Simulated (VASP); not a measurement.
# NiO: single point with PBE

Crystal: NiO.

```
Ni O
1.0
     0.00000    2.09131    2.09131
     2.09131    0.00000    2.09131
     2.09131    2.09131    0.00000
Ni O
1 1
Direct
  0.98170 0.98529 0.01021
  0.49719 0.50288 0.48492
```

This cell differs from its parent crystal: atoms moved at random.

```
Program             : VASP 6.6.1
Task                : single point
Functional          : PBE
Potentials or basis : VASP PAW PBE potentials, release 64 (Ni, O)
Cutoff              : 520 eV
k mesh              : 11 × 11 × 11
Occupations         : fermi-dirac, width 0.05 eV
Spin                : collinear spin, ferromagnetic start
Starting moments    : [1.0, 0.0] μB
```

```json
{
  "Pressure": "4.8 GPa",
  "Largest force": "0.201 eV/Å",
  "Net moment": "1.76 μB per cell",
  "Site moments": "Ni +1.44; O +0.27 μB",
  "Valence electrons inside the program's atomic spheres": "Ni 8.98; O 4.98"
}
```

Forces in eV/Å, atoms in the order of the input:
```
Ni  -0.040 -0.051  0.190
O    0.040  0.051 -0.190
```

Stress tensor (GPa, compression positive):
```
4.19 0.00 0.00
0.00 4.25 0.00
0.00 0.00 6.04
```

Levels at points of the mesh, in eV from the Fermi level:
Spin up:
| k point | band 5 | band 6 | band 7 | band 8 | band 9 | band 10 | band 11 | band 12 | band 13 | band 14 |
| --- | --- | --- | --- | --- | --- | --- | --- | --- | --- | --- |
| (0.00, 0.00, 0.00) | -3.01 | -2.66 | -2.59 | -2.47 | -2.44 | 1.50 | 17.78 | 18.84 | 18.85 | 18.93 |
Spin down:
```csv
k point,band 5,band 6,band 7,band 8,band 9,band 10
"(0.00, 0.00, 0.00)",-1.83,-1.72,-1.68,-0.58,-0.47,1.85
```

It took 4 min on 1 thread of Intel(R) Xeon(R) 6975P-C (Granite Rapids), with other jobs on the host, peak memory 0.44 GiB.

Caveat: the cell differs from its parent crystal (atoms moved at random); the cell stands under pressure; a cell with one magnetic atom can't hold antiferromagnetic order, which such compounds often take; semilocal functionals often make such compounds metallic where correlation or magnetic order opens a gap, which also shifts bond lengths.
